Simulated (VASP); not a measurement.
# Ta in VASP: notebook, part 2 of 2

VASP 6.6.1.

### Step 5. Relaxation of cell and atoms, r2SCAN, target pressure 10 GPa, at which the enthalpy is minimised

This run uses another cell than the first one, of 17.23 Å³/atom.

Input file POSCAR:

```
Ta
1.0
   -1.6271813121      1.6271813121      1.6271813121
    1.6271813121     -1.6271813121      1.6271813121
    1.6271813121      1.6271813121     -1.6271813121
Ta
1
Direct
    0.0000000000      0.0000000000      0.0000000000
```

Input file INCAR.step1:

```
SYSTEM = Ta
PREC     = Accurate       ! precision mode
ENCUT    = 600            ! plane-wave cutoff, eV
ISMEAR   = 0              ! smearing method
SIGMA    = 0.1            ! smearing width, eV
LREAL    = .False.        ! projectors in reciprocal space
LASPH    = .True.         ! aspherical terms in the spheres
NELM     = 80             ! most SCF steps
GGA      = PE             ! functional
ALGO     = Normal         ! electronic algorithm
EDIFF    = 1E-4           ! SCF threshold, eV
LWAVE    = .True.         ! write WAVECAR
LCHARG   = .False.        ! write CHGCAR
```

Input file INCAR.step2:

```
SYSTEM = Ta
PREC     = Accurate       ! precision mode
ENCUT    = 600            ! plane-wave cutoff, eV
EDIFF    = 1E-7           ! SCF threshold, eV
ISMEAR   = 0              ! smearing method
SIGMA    = 0.1            ! smearing width, eV
LREAL    = .False.        ! projectors in reciprocal space
LASPH    = .True.         ! aspherical terms in the spheres
NELM     = 80             ! most SCF steps
ALGO     = Normal         ! electronic algorithm
ISIF     = 3              ! what is computed and relaxed
LWAVE    = .False.        ! write WAVECAR
LCHARG   = .False.        ! write CHGCAR
METAGGA  = R2SCAN         ! meta-GGA
LMIXTAU  = .True.       
IBRION   = 2              ! ionic algorithm
NSW      = 70             ! ionic steps
EDIFFG   = -0.008         ! ionic threshold
PSTRESS  = 100.0        
ISTART   = 1
```

Input file KPOINTS:

```
Automatic mesh
0
Gamma
  18 18 18
  0 0 0
```

Potentials or basis: VASP PAW PBE potentials, release 64 (Ta_pv).

Started as:

```bash
$ cat potpaw_PBE.64/Ta_pv/POTCAR > POTCAR
$ cp INCAR.step1 INCAR
$ mpirun -np 1 vasp_std > vasp.out
$ cp INCAR.step2 INCAR
$ mpirun -np 1 vasp_std > vasp.out
```

OUTCAR:

```text
SYSTEM = Ta
   PREC = Accurate
   ENCUT = 600
   EDIFF = 1E-7
   ISMEAR = 0
   LREAL = .False.
   LASPH = .True.
   NELM = 80
   ISIF = 3
   METAGGA = R2SCAN
   IBRION = 2
   NSW = 70
   EDIFFG = -0.008
   PSTRESS = 100.0
   ISTART = 1

 ion  position               nearest neighbor table
   1  0.000  0.000  0.000-

  LATTYP: Found a body centered cubic cell.
 ALAT       =     3.2543626242

  Lattice vectors:

 A1 = (  -1.6271813121,   1.6271813121,   1.6271813121)
 A2 = (   1.6271813121,  -1.6271813121,   1.6271813121)
 A3 = (   1.6271813121,   1.6271813121,  -1.6271813121)

Analysis of symmetry for initial positions (statically):
=====================================================================
 Subroutine PRICEL returns:
 Original cell was already a primitive cell.

 Routine SETGRP: Setting up the symmetry group for a
 body centered cubic supercell.
[... 247 lines left out ...]

  energy without entropy =      -48.55357442  energy(sigma->0) =      -48.55628429

 E-fermi :   5.6667     XC(G=0): -14.0088

 val. band max:        5.6556868653   @ k =   0.3333   0.0000   0.0000
 cond. band min:       5.6761336515   @ k =  -0.2778   0.3889   0.1111
 fundamental gap:      0.0204467862
 Fermi energy:         5.6666900567

 k-point     1 :       0.0000    0.0000    0.0000
  band No.  band energies     occupation
      1     -28.3911      2.00000
      2     -28.3911      2.00000
      3     -28.3911      2.00000
      4      -2.8255      2.00000
      5       6.4984      0.00000
      6       6.4984      0.00000
      7       6.4984      0.00000
      8      10.1338      0.00000
      9      10.1338      0.00000
[... 265 lines left out ...]
 k-point    24 :       0.3889    0.1111   -0.0000
  band No.  band energies     occupation
      1     -29.7132      2.00000
      2     -28.8782      2.00000
      3     -28.4636      2.00000
      4       1.3416      2.00000
      5       4.0918      2.00000
      6       6.3505      0.00000
      7       9.8616      0.00000
      8      11.2909      0.00000
      9      14.2629      0.00000

 [... further k-points ...]
[... 5 lines left out ...]
  --------------------------------------------------------------------------------------
  -------------------------------------------------------------------------------------
  Total        1.0803101      1.0803101      1.0803101      0.0000000      0.0000000      0.0000000
  in kB      100.0808350    100.0808350    100.0808350      0.0000000      0.0000000      0.0000000
  external PRESSURE =       0.0808350 kB  Pullay stress =     100.0000000 kB
[... 20 lines left out ...]
  energy  without entropy=      -48.5535744246  energy(sigma->0) =      -48.55628429

  enthalpy is  TOTEN    =       -47.4795566359 eV   P V=        1.0794375100

 reached required accuracy - stopping structural energy minimisation
```

OUTCAR.step1:

```text
SYSTEM = Ta
   PREC = Accurate
   ENCUT = 600
   ISMEAR = 0
   LREAL = .False.
   LASPH = .True.
   NELM = 80
[... 504 lines left out ...]
 -----------------------------------------------------------------------------------
      0.00000      0.00000      0.00000        -0.000000     -0.000000     -0.000000
 -----------------------------------------------------------------------------------
    total drift:                                0.000000      0.000000     -0.000000

  FREE ENERGIE OF THE ION-ELECTRON SYSTEM (eV)
  ---------------------------------------------------
  free  energy   TOTEN  =       -11.7757880462 eV

  energy  without entropy=      -11.7700752237  energy(sigma->0) =      -11.77293163
```

OSZICAR.step1:

```text
N       E                     dE             d eps       ncg     rms          rms(c)
DAV:   1     0.505260321295E+02    0.50526E+02   -0.71064E+03  3510   0.132E+03
DAV:   2    -0.114823909004E+02   -0.62008E+02   -0.61083E+02  4453   0.263E+02
DAV:   3    -0.121970780344E+02   -0.71469E+00   -0.68588E+00  4071   0.278E+01
DAV:   4    -0.122020361362E+02   -0.49581E-02   -0.49485E-02  3967   0.188E+00
DAV:   5    -0.122020632164E+02   -0.27080E-04   -0.27079E-04  3951   0.128E-01    0.145E+01
DAV:   6    -0.118786921619E+02    0.32337E+00   -0.34513E-01  3647   0.734E+00    0.726E+00
DAV:   7    -0.117770185256E+02    0.10167E+00   -0.30105E-01  3681   0.652E+00    0.402E-01
DAV:   8    -0.117758034515E+02    0.12151E-02   -0.38846E-03  3811   0.814E-01    0.868E-02
DAV:   9    -0.117757880462E+02    0.15405E-04   -0.85081E-05  2599   0.127E-01
   1 F= -.11775788E+02 E0= -.11772932E+02  d E =-.571282E-02
```

It took 5.3 min on 1 thread of Intel Xeon 8259CL, shared host; peak memory 0.19 GiB.

Results:

```yaml
Free_energy: -48.5590 eV
Relaxed_volume: 17.29 Å³/atom
Relaxed_cell: a = 2.822 Å, b = 2.822 Å, c = 2.822 Å, α = 109.47°, β = 109.47°, γ = 109.47°
Space_group_after_relaxing_to_0.1_Å: Im-3m (No. 229)
Energy_change_on_relaxing_the_run_minimises_the_enthalpy: -4.0 meV/atom
Ionic_steps: 3
Pressure_after_relaxing: 10.0 GPa
Band_gap_on_the_k_mesh: zero (an odd number of electrons rules out a gap without spin polarisation)
```

Step by step:
```
step  energy change (eV)  largest force (eV/Å)  pressure (GPa)  volume (Å³)
   1              0.0000                0.0000           10.86        17.23
   2             -0.0133                0.0000            7.73        17.46
   3             -0.0040                0.0000           10.01        17.29
```

Final structure:
```
Ta
1.0
    -1.62911    1.62911    1.62911
     1.62911   -1.62911    1.62911
     1.62911    1.62911   -1.62911
Ta
1
Direct
  0.00000 0.00000 0.00000
```

Caveat: the cell is relaxed towards a set pressure, so the run minimises the enthalpy, not the energy; the PAW data sets were made with another functional, which shifts forces and pressure a little; spin-orbit coupling is left out, which moves the levels of the heavy elements.

### Step 6. Single point, r2SCAN (strain along c alone, the other axes held: +4.0 %)

Input file POSCAR:

```
Ta
1.0
    3.3046647258      0.0000000000      0.0000000000
    0.0000000000      3.3046647258      0.0000000000
    0.0000000000      0.0000000000      3.4368513148
Ta
2
Direct
    0.0000000000      0.0000000000      0.0000000000
    0.5000000000      0.5000000000      0.5000000000
```

Input file INCAR.step1:

```
SYSTEM = Ta
PREC = Accurate
ENCUT = 520
ISMEAR = 0
SIGMA = 0.1
LREAL = .FALSE.
LASPH = .TRUE.
NELM = 100
NBANDS = 18
GGA = PE
ALGO = Normal
EDIFF = 1E-4
LWAVE = .TRUE.
LCHARG = .FALSE.
```

Input file INCAR.step2:

```
SYSTEM = Ta
PREC = Accurate
ENCUT = 520
EDIFF = 1E-7
ISMEAR = 0
SIGMA = 0.1
LREAL = .FALSE.
LASPH = .TRUE.
NELM = 100
ALGO = Normal
ISIF = 2
LWAVE = .FALSE.
LCHARG = .TRUE.
METAGGA = R2SCAN
LMIXTAU = .TRUE.
LELF = .TRUE.
LVHAR = .TRUE.
NBANDS = 18
ISTART = 1
```

Input file KPOINTS:

```
Automatic mesh
0
G
  16 16 16
  0 0 0
```

Potentials or basis: VASP PAW PBE potentials, release 64 (Ta_pv).

Started as:

```bash
$ cat potpaw_PBE.64/Ta_pv/POTCAR > POTCAR
$ cp INCAR.step1 INCAR
$ mpirun -np 1 vasp_std > vasp.out
$ cp INCAR.step2 INCAR
$ mpirun -np 1 vasp_std > vasp.out
```

OUTCAR:

```text
SYSTEM = Ta
   PREC = Accurate
   ENCUT = 520
   EDIFF = 1E-7
   ISMEAR = 0
   LREAL = .FALSE.
   LASPH = .TRUE.
   NELM = 100
   ISIF = 2
   METAGGA = R2SCAN
   ISTART = 1

 ion  position               nearest neighbor table
   1  0.000  0.000  0.000-   2 2.90   2 2.90   2 2.90   2 2.90   2 2.90   2 2.90   2 2.90   2 2.90

   2  0.500  0.500  0.500-   1 2.90   1 2.90   1 2.90   1 2.90   1 2.90   1 2.90   1 2.90   1 2.90

  LATTYP: Found a simple tetragonal cell.
 ALAT       =     3.3046647258
 C/A-ratio  =     1.0400000000

  Lattice vectors:

 A1 = (   3.3046647258,   0.0000000000,   0.0000000000)
 A2 = (   0.0000000000,   3.3046647258,   0.0000000000)
 A3 = (   0.0000000000,   0.0000000000,   3.4368513148)

Analysis of symmetry for initial positions (statically):
=====================================================================
 Subroutine PRICEL returns following result:

  LATTYP: Found a body centered tetragonal cell.
 ALAT       =     3.3046647258
 C/A-ratio  =     1.0400000000

  Lattice vectors:

 A1 = (  -1.6523323629,  -1.6523323629,  -1.7184256574)
 A2 = (   1.6523323629,   1.6523323629,  -1.7184256574)
 A3 = (   1.6523323629,  -1.6523323629,   1.7184256574)

   2 primitive cells build up your supercell.

 Routine SETGRP: Setting up the symmetry group for a
 simple tetragonal supercell.

 Subroutine GETGRP returns: Found 16 space group operations
 (whereof 16 operations were pure point group operations)
 out of a pool of 16 trial point group operations.

The static configuration has the point symmetry D_4h.

Analysis of symmetry for dynamics (positions and initial velocities):
=====================================================================
 Subroutine PRICEL returns following result:

  LATTYP: Found a body centered tetragonal cell.
 ALAT       =     3.3046647258
 C/A-ratio  =     1.0400000000

  Lattice vectors:

[... 121 lines left out ...]
   PSTRESS=    0.0 pullay stress
   NELECT =      22.0000    total number of electrons
   NUPDOWN=      -1.0000    fix difference up-down
   EMIN   =  10.00;   EMAX   =-10.00  energy-range for DOS
   EFERMI =   0.00;   METHOD = LEGACY
   ISMEAR =     0;   SIGMA  =   0.10  broadening in eV -4-tet -1-fermi 0-gaus
   EFERMI_NEDOS =   21; number of points for ismear=-14 and -15
   IALGO  =     38    algorithm
   IMIX   =      4    mixing-type and parameters
     AMIX     =   0.40;   BMIX     =  1.00
     AMIX_MAG =   1.60;   BMIX_MAG =  1.00
  volume/ion in A,a.u.               =      18.77       126.64
  Fermi-wavevector in a.u.,A,eV,Ry     =   1.370074  2.589064 25.539516  1.877101
  Thomas-Fermi vector in A             =   2.495892
   LORBIT       =      0    0 simple, 1 ext, 2 COOP (PROOUT), +10 PAW based schemes
   METAGGA = R2SCAN    functional components
   LHFCALC =     F    Hartree Fock is set to
   AEXX    =    0.0000 exact exchange contribution
   IVDW    =     0    specifies the selected vdW correction
   LEPSILON=     F    determine dielectric tensor
   LRPA    =     F    only Hartree local field effects (RPA)
 non-spin polarized calculation
 Gauss-broadening in eV      SIGMA  =   0.10
  energy-cutoff  :      520.00
  volume of cell :       37.53
 maximum number of plane-waves:      1040
 NGX is ok and might be reduce to    28
   NGX = 13   NGY = 13   NGZ = 13

 number of electron      22.0000000 magnetization

 Free energy of the ion-electron system (eV)
  ---------------------------------------------------
  ext. energy  EPLUGINS =         0.00000000
  ---------------------------------------------------
  free energy    TOTEN  =       -97.12633721 eV

  energy without entropy =      -97.11374450  energy(sigma->0) =      -97.12004086

 E-fermi :   4.9972     XC(G=0): -13.5350

 val. band max:        4.9950844048   @ k =   0.3125   0.1875   0.1250
 cond. band min:       4.9975255800   @ k =   0.1875   0.1250   0.5000
 fundamental gap:      0.0024411752
 Fermi energy:         4.9972072232

 k-point     1 :       0.0000    0.0000    0.0000
  band No.  band energies     occupation
      1     -30.2086      2.00000
      2     -30.1185      2.00000
      3     -30.1185      2.00000
      4     -29.4025      2.00000
      5     -29.3970      2.00000
      6     -29.3970      2.00000
[... 481 lines left out ...]
      5     -29.6539      2.00000
      6     -29.6539      2.00000
[... 10 lines left out ...]
     17      10.5095      0.00000
     18      10.5095      0.00000

 [... further k-points ...]
[... 5 lines left out ...]
  --------------------------------------------------------------------------------------
  -------------------------------------------------------------------------------------
  Total       -1.2720614     -1.2720614     -2.1073747      0.0000000      0.0000000      0.0000000
  in kB      -54.3004107    -54.3004107    -89.9573767      0.0000000      0.0000000      0.0000000
  external PRESSURE =     -66.1860660 kB  Pullay stress =       0.0000000 kB

 VOLUME and BASIS-vectors are now :
 -----------------------------------------------------------------------------
  energy-cutoff  :      520.00
  volume of cell :       37.53
      direct lattice vectors                 reciprocal lattice vectors
     3.304664726  0.000000000  0.000000000     0.302602558  0.000000000  0.000000000
     0.000000000  3.304664726  0.000000000     0.000000000  0.302602558  0.000000000
     0.000000000  0.000000000  3.436851315     0.000000000  0.000000000  0.290963998

 POSITION                                       TOTAL-FORCE (eV/Angst)
 -----------------------------------------------------------------------------------
      0.00000      0.00000      0.00000        -0.000000     -0.000000     -0.000000
      1.65233      1.65233      1.71843         0.000000      0.000000      0.000000
 -----------------------------------------------------------------------------------
    total drift:                                0.000000      0.000000      0.000000

  FREE ENERGIE OF THE ION-ELECTRON SYSTEM (eV)
  ---------------------------------------------------
  free  energy   TOTEN  =       -97.1263372137 eV

  energy  without entropy=      -97.1137445035  energy(sigma->0) =      -97.12004086
```

OUTCAR.step1:

```text
SYSTEM = Ta
   PREC = Accurate
   ENCUT = 520
   ISMEAR = 0
   LREAL = .FALSE.
   LASPH = .TRUE.
[... 748 lines left out ...]
      0.00000      0.00000      0.00000        -0.000000     -0.000000     -0.000000
      1.65233      1.65233      1.71843         0.000000      0.000000      0.000000
 -----------------------------------------------------------------------------------
    total drift:                               -0.000000      0.000000      0.000000

  FREE ENERGIE OF THE ION-ELECTRON SYSTEM (eV)
  ---------------------------------------------------
  free  energy   TOTEN  =       -23.6058141737 eV

  energy  without entropy=      -23.5912320710  energy(sigma->0) =      -23.59852312
```

Run time: 5.6 min. Hardware: 1 thread of Intel Xeon 6975P-C (Granite Rapids), shared host; peak memory 0.34 GiB.

What came out:

| Property | Result |
| --- | --- |
| Free energy | -97.1263 eV |
| Pressure | -6.6 GPa |
| Band gap on the k mesh | zero (bands 11 and 12 overlap by 2.74 eV) |

Caveat: the cell differs from its parent crystal (strain along c alone, the other axes held: +4.0 %); the cell stands under tension; the PAW data sets were made with another functional, which shifts forces and pressure a little; spin-orbit coupling is left out, which moves the levels of the heavy elements.

### Step 7. The runs side by side

```csv
task,cell,k mesh,cutoff (eV),gap on the mesh (eV),pressure (GPa)
single point,"a = 2.872 Å, angles 109.5°, 1 atom, atomic positions A",18 × 18 × 18,520,none,-1.5
relaxation of cell and atoms,"relaxed to 40 GPa from a = 2.719 Å, angles 109.5°, 1 atom, atomic positions A",18 × 18 × 18,600,none,40.0
relaxation of cell and atoms,"relaxed to 20 GPa from a = 2.781 Å, angles 109.5°, 1 atom, atomic positions A",18 × 18 × 18,600,none,20.0
relaxation of cell and atoms,"relaxed to 10 GPa from a = 2.818 Å, angles 109.5°, 1 atom, atomic positions A",18 × 18 × 18,600,none,10.0
single point,"a = 3.305, b = 3.305, c = 3.437 Å, 2 atoms, atomic positions B",16 × 16 × 16,520,none,-6.6
```

Alike in all rows: level r2SCAN; potentials or basis VASP PAW PBE potentials, release 64 (Ta_pv); no spin polarisation; smearing gaussian 0.1 eV.

Caveats: the PAW data sets were made with another functional, which shifts forces and pressure a little; spin-orbit coupling is left out, which moves the levels of the heavy elements; the cell is relaxed towards a set pressure, so the run minimises the enthalpy, not the energy (at least some runs); the cell stands under tension (at least some runs).

Absolute energies hang on the potentials; compare differences alone.
